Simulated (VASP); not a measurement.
# SrHg2Ge2 in VASP: notebook

Aim: see how the results for SrHg2Ge2 move with the level of theory and the settings. Levels: PBEsol, RPBE, PBE. Tasks: single point.

Program: VASP 6.6.1. These are calculated values, not measurements. Logs are shortened: lines on timing, memory, paths and dates and some standing lists are left out, and cuts for length are marked.

### Step 1. The cell of the first run

The typed cell holds 5 atoms: a = 4.485 Å, b = 4.485 Å, c = 7.450 Å, α = 90.00°, β = 90.00°, γ = 60.00°.

### Step 2. Single point, PBEsol

The input, INCAR:

```
PREC     = Accurate       # precision mode
ENCUT    = 520            # plane-wave cutoff, eV
EDIFF    = 1E-6           # SCF threshold, eV
ISMEAR   = -1             # smearing method
SIGMA    = 0.1            # smearing width, eV
LREAL    = F              # projectors in reciprocal space
LASPH    = T              # aspherical terms in the spheres
NELM     = 100            # most SCF steps
ALGO     = Normal         # electronic algorithm
ISIF     = 2              # what is computed and relaxed
LWAVE    = F              # write WAVECAR
LCHARG   = F              # write CHGCAR
GGA      = PS             # functional
NBANDS   = 39             # bands
```

The input, KPOINTS:

```
Automatic mesh
0
Gamma
  5 5 3
```

The input, POSCAR:

```
SrHg2Ge2
1.0
    2.2426220000      3.8843310000      0.0000000000
   -2.2426220000      3.8843310000      0.0000000000
    0.0000000000      0.0000000000      7.4503240000
Sr Hg Ge
1 2 2
Direct
    0.0000000000      0.0000000000      0.0000000000
    0.3333000000      0.3334000000      0.6308000000
    0.6667000000      0.6666000000      0.3692000000
    0.3333000000      0.3334000000      0.2508000000
    0.6667000000      0.6666000000      0.7492000000
```

Potentials or basis: VASP PAW PBE potentials, release 64 (Sr_sv, Hg, Ge_d).

Run with:

```console
$ cat potpaw_PBE.64/Sr_sv/POTCAR potpaw_PBE.64/Hg/POTCAR potpaw_PBE.64/Ge_d/POTCAR > POTCAR
$ mpirun -np 1 vasp_std > vasp.out
```

OUTCAR:

```text
PREC = Accurate
   ENCUT = 520
   EDIFF = 1E-6
   ISMEAR = -1
   LREAL = F
   LASPH = T
   NELM = 100
   ISIF = 2
   GGA = PS

 ion  position               nearest neighbor table
   1  0.000  0.000  0.000-   5 3.19   4 3.19   5 3.19   4 3.19   5 3.19   4 3.19   3 3.78   2 3.78
                             3 3.78   2 3.78   2 3.78   3 3.78
   2  0.333  0.333  0.631-   5 2.74   5 2.74   5 2.74   4 2.83   3 3.24   3 3.24   3 3.24   1 3.78
                             1 3.78   1 3.78
   3  0.667  0.667  0.369-   4 2.74   4 2.74   4 2.74   5 2.83   2 3.24   2 3.24   2 3.24   1 3.78
                             1 3.78   1 3.78
   4  0.333  0.333  0.251-   3 2.74   3 2.74   3 2.74   2 2.83   1 3.19   1 3.19   1 3.19
   5  0.667  0.667  0.749-   2 2.74   2 2.74   2 2.74   3 2.83   1 3.19   1 3.19   1 3.19

  LATTYP: Found a hexagonal cell.
 ALAT       =     4.4852403227
 C/A-ratio  =     1.6610757649

  Lattice vectors:

 A1 = (   2.2426220000,  -3.8843310000,   0.0000000000)
 A2 = (   2.2426220000,   3.8843310000,   0.0000000000)
 A3 = (   0.0000000000,   0.0000000000,   7.4503240000)

Analysis of symmetry for initial positions (statically):
=====================================================================
 Subroutine PRICEL returns:
 Original cell was already a primitive cell.

 Routine SETGRP: Setting up the symmetry group for a
 hexagonal supercell.

 Subroutine GETGRP returns: Found  4 space group operations
 (whereof  4 operations were pure point group operations)
 out of a pool of 24 trial point group operations.

The static configuration has the point symmetry C_2h.

Analysis of symmetry for dynamics (positions and initial velocities):
=====================================================================
 Subroutine PRICEL returns:
 Original cell was already a primitive cell.

 Routine SETGRP: Setting up the symmetry group for a
 hexagonal supercell.

 Subroutine GETGRP returns: Found  4 space group operations
 (whereof  4 operations were pure point group operations)
 out of a pool of 24 trial point group operations.

The dynamic configuration has the point symmetry C_2h.

 Subroutine INISYM returns: Found  4 space group operations
 (whereof  4 operations are pure point group operations),
 and found     1 'primitive' translations

----------------------------------------------------------------------------------------

                                     Primitive cell

  volume of cell :     129.8008

  direct lattice vectors                    reciprocal lattice vectors
     2.242622000  3.884331000  0.000000000     0.222953311  0.128722295  0.000000000
    -2.242622000  3.884331000  0.000000000    -0.222953311  0.128722295  0.000000000
     0.000000000  0.000000000  7.450324000     0.000000000  0.000000000  0.134222351

  length of vectors
     4.485240323  4.485240323  7.450324000     0.257444378  0.257444378  0.134222351

  position of ions in fractional coordinates (direct lattice)
     0.000000000  0.000000000  0.000000000
     0.333300000  0.333400000  0.630800000
     0.666700000  0.666600000  0.369200000
     0.333300000  0.333400000  0.250800000
     0.666700000  0.666600000  0.749200000

  ion indices of the primitive-cell ions
   primitive index   ion index
                 1           1
                 2           2
                 3           3
                 4           4
                 5           5

----------------------------------------------------------------------------------------

 KPOINTS: Automatic mesh

Automatic generation of k-mesh.
 Grid dimensions read from file:
 generate k-points for:    5    5    3

 Generating k-lattice:

  Cartesian coordinates                     Fractional coordinates (reciprocal lattice)
     0.044590662  0.025744459  0.000000000     0.200000000  0.000000000  0.000000000
    -0.044590662  0.025744459  0.000000000     0.000000000  0.200000000  0.000000000
     0.000000000  0.000000000  0.044740784     0.000000000  0.000000000  0.333333333

  Length of vectors
     0.051488876  0.051488876  0.044740784

  Shift w.r.t. Gamma in fractional coordinates (k-lattice)
     0.000000000  0.000000000  0.000000000

 Subroutine IBZKPT returns following result:
 ===========================================

 Found     24 irreducible k-points:

 Following reciprocal coordinates:
            Coordinates               Weight
  0.000000  0.000000  0.000000      1.000000
  0.200000  0.000000  0.000000      4.000000
  0.000000  0.200000  0.000000      2.000000
  0.400000  0.000000  0.000000      4.000000
  0.000000  0.400000  0.000000      2.000000
  0.400000  0.200000  0.000000      2.000000
[... 16 lines left out ...]
 -0.200000  0.400000  0.333333      4.000000
  0.400000 -0.200000  0.333333      4.000000
   k-points           NKPTS =     24   k-points in BZ     NKDIM =     24   number of bands    NBANDS=     39
   number of dos      NEDOS =    301   number of ions     NIONS =      5
   total plane-waves  NPLWV =  72576
   dimension x,y,z NGX =    36 NGY =   36 NGZ =   56
   dimension x,y,z NGXF=    72 NGYF=   72 NGZF=  112
   ions per type =               1   2   2
   NGX,Y,Z   is equivalent  to a cutoff of  13.34, 13.34, 12.50 a.u.
   NGXF,Y,Z  is equivalent  to a cutoff of  26.69, 26.69, 24.99 a.u.
 SYSTEM =  unknown system
   PREC   = accura    normal or accurate (medium, high low for compatibility)
   ISTART =      0    job   : 0-new  1-cont  2-samecut
   ICHARG =      2    charge: 1-file 2-atom 10-const
   ISPIN  =      1    spin polarized calculation?
   LNONCOLLINEAR =      F non collinear calculations
   LSORBIT =      F    spin-orbit coupling
   LASPH  =      T    aspherical Exc in radial PAW
   ENCUT  =  520.0 eV  38.22 Ry    6.18 a.u.   8.34  8.34 13.85*2*pi/ulx,y,z
   NELM   =    100;   NELMIN=  2; NELMDL= -5     # of ELM steps
   EDIFF  = 0.1E-05   stopping-criterion for ELM
   LREAL  =      F    real-space projection
   EDIFFG = 0.1E-04   stopping-criterion for IOM
   NSW    =      0    number of steps for IOM
   IBRION =     -1    ionic relax: 0-MD 1-quasi-New 2-CG
   NFREE  =      0    steps in history (QN), initial steepest desc. (CG)
   ISIF   =      2    stress and relaxation
   ISYM   =      2    0-nonsym 1-usesym 2-fastsym
   POTIM  = 0.5000    time-step for ionic-motion
   TEBEG  =    0.0;   TEEND  =   0.0 temperature during run
   PSTRESS=    0.0 pullay stress
   NELECT =      62.0000    total number of electrons
   NUPDOWN=      -1.0000    fix difference up-down
   EMIN   =  10.00;   EMAX   =-10.00  energy-range for DOS
   EFERMI =   0.00;   METHOD = LEGACY
   ISMEAR =    -1;   SIGMA  =   0.10  broadening in eV -4-tet -1-fermi 0-gaus
   EFERMI_NEDOS =   21; number of points for ismear=-14 and -15
   IALGO  =     38    algorithm
   IMIX   =      4    mixing-type and parameters
     AMIX     =   0.40;   BMIX     =  1.00
     AMIX_MAG =   1.60;   BMIX_MAG =  1.00
  volume/ion in A,a.u.               =      25.96       175.19
  Fermi-wavevector in a.u.,A,eV,Ry     =   1.279714  2.418309 22.281823  1.637668
  Thomas-Fermi vector in A             =   2.412184
   LORBIT       =      0    0 simple, 1 ext, 2 COOP (PROOUT), +10 PAW based schemes
   GGA     = PS    functional components
   LHFCALC =     F    Hartree Fock is set to
   AEXX    =    0.0000 exact exchange contribution
   IVDW    =     0    specifies the selected vdW correction
   LEPSILON=     F    determine dielectric tensor
   LRPA    =     F    only Hartree local field effects (RPA)
 non-spin polarized calculation
  energy-cutoff  :      520.00
  volume of cell :      129.80
 maximum number of plane-waves:      3538
 NGX is ok and might be reduce to    36
   NGX = 17   NGY = 17   NGZ = 27

 number of electron      61.9999993 magnetization

 Free energy of the ion-electron system (eV)
  ---------------------------------------------------
  ext. energy  EPLUGINS =         0.00000000
  ---------------------------------------------------
  free energy    TOTEN  =       -13.65686386 eV

  energy without entropy =      -13.56073097  energy(sigma->0) =      -13.60879741

 E-fermi :   3.1349     XC(G=0): -10.0554

 val. band max:        3.1197194267   @ k =   0.0000   0.4000   0.0000
 cond. band min:       3.2018609935   @ k =  -0.2000  -0.4000   0.3333
 fundamental gap:      0.0821415668
 Fermi energy:         3.1348589917

 k-point     1 :       0.0000    0.0000    0.0000
  band No.  band energies     occupation
      1     -32.1218      2.00000
      2     -21.1202      2.00000
      3     -21.1202      2.00000
      4     -21.1195      2.00000
      5     -21.1195      2.00000
      6     -21.1003      2.00000
[... 31 lines left out ...]
     38       7.2778      0.00000
     39       7.2786      0.00000

 k-point     2 :       0.2000    0.0000    0.0000
  band No.  band energies     occupation
      1     -32.1198      2.00000
      2     -21.1202      2.00000
      3     -21.1199      2.00000
      4     -21.1199      2.00000
      5     -21.1192      2.00000
      6     -21.1000      2.00000
[... 31 lines left out ...]
     38       7.4214      0.00000
     39       7.6683      0.00000

 k-point     3 :       0.0000    0.2000    0.0000
  band No.  band energies     occupation
      1     -32.1198      2.00000
      2     -21.1202      2.00000
      3     -21.1200      2.00000
      4     -21.1199      2.00000
      5     -21.1192      2.00000
      6     -21.1000      2.00000
[... 31 lines left out ...]
     38       7.4217      0.00000
     39       7.6682      0.00000

 k-point     4 :       0.4000    0.0000    0.0000
  band No.  band energies     occupation
      1     -32.1166      2.00000
      2     -21.1208      2.00000
      3     -21.1201      2.00000
      4     -21.1194      2.00000
      5     -21.1186      2.00000
      6     -21.0996      2.00000
[... 31 lines left out ...]
     38       8.2371      0.00000
     39       8.7546      0.00000
[... 754 lines left out ...]
     38       8.2938      0.00000
     39       8.6227      0.00000

 k-point    23 :      -0.2000    0.4000    0.3333
  band No.  band energies     occupation
      1     -32.1156      2.00000
      2     -21.1207      2.00000
      3     -21.1198      2.00000
      4     -21.1193      2.00000
      5     -21.1190      2.00000
      6     -21.0996      2.00000
[... 31 lines left out ...]
     38       8.2933      0.00000
     39       8.6233      0.00000

 k-point    24 :       0.4000   -0.2000    0.3333
  band No.  band energies     occupation
      1     -32.1156      2.00000
      2     -21.1207      2.00000
      3     -21.1198      2.00000
      4     -21.1193      2.00000
      5     -21.1190      2.00000
      6     -21.0997      2.00000
[... 31 lines left out ...]
     38       8.2937      0.00000
     39       8.6238      0.00000

------------------------ aborting loop because EDIFF is reached ----------------------------------------

  FORCE on cell =-STRESS in cart. coord.  units (eV):
  Direction    XX          YY          ZZ          XY          YZ          ZX
  --------------------------------------------------------------------------------------
  -------------------------------------------------------------------------------------
  Total       -0.9554922     -0.9527527     -1.6322596      0.0023707      0.0006218     -0.0010770
  in kB      -11.7939770    -11.7601624    -20.1475544      0.0292619      0.0076752     -0.0132940
  external PRESSURE =     -14.5672313 kB  Pullay stress =       0.0000000 kB

 VOLUME and BASIS-vectors are now :
 -----------------------------------------------------------------------------
  energy-cutoff  :      520.00
  volume of cell :      129.80
      direct lattice vectors                 reciprocal lattice vectors
     2.242622000  3.884331000  0.000000000     0.222953311  0.128722295  0.000000000
    -2.242622000  3.884331000  0.000000000    -0.222953311  0.128722295  0.000000000
     0.000000000  0.000000000  7.450324000     0.000000000  0.000000000  0.134222351

 POSITION                                       TOTAL-FORCE (eV/Angst)
 -----------------------------------------------------------------------------------
      0.00000      0.00000      0.00000         0.000000      0.000000      0.000000
     -0.00022      2.58968      4.69966         0.001576     -0.000910      0.166532
      0.00022      5.17898      2.75066        -0.001576      0.000910     -0.166532
     -0.00022      2.58968      1.86854         0.001697     -0.000980      0.399826
      0.00022      5.17898      5.58178        -0.001697      0.000980     -0.399826
 -----------------------------------------------------------------------------------
    total drift:                               -0.000000      0.000000      0.000000

  FREE ENERGIE OF THE ION-ELECTRON SYSTEM (eV)
  ---------------------------------------------------
  free  energy   TOTEN  =       -13.6568638552 eV

  energy  without entropy=      -13.5607309729  energy(sigma->0) =      -13.60879741
```

It took 3.8 min on 1 thread of Intel Xeon 8259CL, shared host; peak memory 0.33 GiB.

What came out:

```
Free energy            : -13.6569 eV
Pressure               : -1.5 GPa
Largest force          : 0.400 eV/Å
Band gap on the k mesh : zero (bands 31 and 32 overlap by 1.40 eV)
```

Forces in eV/Å, atoms in the order of the input:
```
Sr   0.000  0.000  0.000
Hg   0.002 -0.001  0.167
Hg  -0.002  0.001 -0.167
Ge   0.002 -0.001  0.400
Ge  -0.002  0.001 -0.400
```

Stress tensor (GPa, compression positive):
```
-1.18  0.00  0.00
 0.00 -1.18  0.00
 0.00  0.00 -2.01
```

Caveat: the PAW data sets were made with another functional, which shifts forces and pressure a little; spin-orbit coupling is left out, which moves the levels of the heavy elements.

### Step 3. Single point, RPBE

The input, INCAR:

```
SYSTEM = SrHg2Ge2
ALGO = Normal
EDIFF = 1E-7
ENCUT = 520
GGA = RP
ISIF = 2
ISMEAR = -1
LASPH = .True.
LCHARG = .False.
LREAL = .False.
LWAVE = .False.
NBANDS = 39
NELM = 100
PREC = Accurate
SIGMA = 0.1
```

The input, KPOINTS:

```
k-points
0
Gamma
  5 5 3
  0 0 0
```

POSCAR is that of step 2.

Potentials or basis: VASP PAW PBE potentials, release 64 (Sr_sv, Hg, Ge_d).

Run with:

```console
$ cat potpaw_PBE.64/Sr_sv/POTCAR potpaw_PBE.64/Hg/POTCAR potpaw_PBE.64/Ge_d/POTCAR > POTCAR
$ mpirun -np 1 vasp_std > vasp.out
```

It took 4.4 min on 1 thread of Intel Xeon 8259CL, shared host; peak memory 0.33 GiB.

The run converged. Its results:

```yaml
Free_energy: -9.6168 eV
Pressure: 3.6 GPa
Largest_force: 0.255 eV/Å
Band_gap_on_the_k_mesh: zero (bands 31 and 32 overlap by 1.52 eV)
```

Forces in eV/Å, atoms in the order of the input:
```
Sr   0.000  0.000  0.000
Hg   0.002 -0.001  0.255
Hg  -0.002  0.001 -0.255
Ge   0.002 -0.001  0.166
Ge  -0.002  0.001 -0.166
```

Stress tensor (GPa, compression positive):
```
3.86 0.00 0.00
0.00 3.86 0.00
0.00 0.00 2.97
```

Levels at points of the mesh, in eV from the Fermi level:
```
           k point  band 29  band 30  band 31  band 32  band 33  band 34
(0.00, 0.00, 0.00)    -0.09    -0.09     1.10     1.63     1.63     1.71
```

Caveat: the cell stands under pressure; the PAW data sets were made with another functional, which shifts forces and pressure a little; spin-orbit coupling is left out, which moves the levels of the heavy elements.

[end of part 1 of 2]
